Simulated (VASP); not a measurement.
# EuSb: single point with PBE

EuSb:

```
CELL_PARAMETERS angstrom
4.21608 0.00000 0.00000
-2.10804 3.65124 0.00000
0.00000 0.00000 4.40627
ATOMIC_POSITIONS crystal
Eu 0.00000 0.00000 0.00000
Sb 0.66667 0.33333 0.50000
```

- Program: VASP 6.6.1
- Task: single point
- Functional: PBE
- Potentials or basis: VASP PAW PBE potentials, release 64 (Eu, Sb)
- Cutoff: 520 eV
- k mesh: 10 × 10 × 8
- Occupations: gaussian, width 0.05 eV
- Spin: collinear spin, ferromagnetic start
- Starting moments: [7.36, 0.0] μB
- Dipole correction: no
- Further INCAR settings: ALGO = Normal; EDIFF = 1e-07; NBANDS = 22

```
Pressure                                              : -0.1 GPa
Net moment                                            : 6.70 μB per cell
Site moments                                          : Eu +6.49; Sb -0.06 μB
Valence electrons inside the program's atomic spheres : Eu 14.70; Sb 2.48
```

Stress tensor (GPa, compression positive):
```
-0.11  0.00  0.00
 0.00 -0.11  0.00
 0.00  0.00 -0.19
```

Levels at points of the mesh, in eV from the Fermi level:
Spin up:
```tsv
k point	band 10	band 11	band 12	band 13	band 14	band 15	band 16	band 17	band 18	band 19
(0.00, 0.00, 0.00)	-0.31	-0.31	-0.22	0.01	0.20	0.20	0.41	3.34	3.75	3.75
(0.50, 0.00, 0.00)	-0.32	-0.27	-0.27	-0.27	-0.14	0.53	0.68	3.25	4.30	4.66
(0.00, 0.00, 0.50)	-0.35	-0.26	-0.26	-0.22	0.85	0.85	2.12	2.12	3.53	4.09
(0.50, 0.00, 0.50)	-0.31	-0.31	-0.27	-0.26	-0.25	-0.22	0.96	4.12	4.30	4.66
```
Spin down:
| k point | band 6 | band 7 | band 8 | band 9 | band 10 | band 11 |
| --- | --- | --- | --- | --- | --- | --- |
| (0.00, 0.00, 0.00) | -0.03 | 0.29 | 0.29 | 0.57 | 3.23 | 4.09 |
| (0.50, 0.00, 0.00) | -3.09 | -0.71 | 0.28 | 1.07 | 3.88 | 4.01 |
| (0.00, 0.00, 0.50) | -3.59 | 0.69 | 0.69 | 2.87 | 2.87 | 3.86 |
| (0.50, 0.00, 0.50) | -2.11 | -2.06 | -0.57 | 1.52 | 3.75 | 4.27 |

Run time: 3.7 min on 1 thread of Intel(R) Xeon(R) Platinum 8488C (Sapphire Rapids) (shared host), peak memory 0.35 GiB.

Caveat: spin-orbit coupling is left out, which moves the levels of the heavy elements; a cell with one magnetic atom can't hold antiferromagnetic order, which such compounds often take; without U or exact exchange the open f shell lies at the Fermi level, which spoils levels, moments and volumes. The state reached can hang on the start; a lower one may exist.
